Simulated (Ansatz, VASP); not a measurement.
One calculation of ZrC, two programs

```
Zr C
1.0
     0.00000    2.35802    2.35802
     2.35802    0.00000    2.35802
     2.35802    2.35802    0.00000
Zr C
1 1
Direct
  0.50000 0.50000 0.50000
  0.00000 0.00000 0.00000
```

Change from the starting cell: volume scaled by 1.01, crystal datasets.

Alike in both runs: task electric field gradients; functional PBE; k mesh 15 × 15 × 15; occupations fermi-dirac, width 0.05 eV; no spin polarisation.

|  | VASP | Ansatz |
| --- | --- | --- |
| version | VASP 6.6.1 | Ansatz 0.2.0 |
| potentials or method | VASP PAW PBE potentials, release 64 (Zr_sv, C), cutoff 520 eV | all-electron PAW with datasets made for the crystal, scalar-relativistic |

Ansatz gave:

| Quantity | Value |
| --- | --- |
| pressure (GPa) | -1.0 |

Estimate VASP's values.

pressure (GPa): -0.8.

Ansatz ran all-electron here, and VASP with PAW potentials.
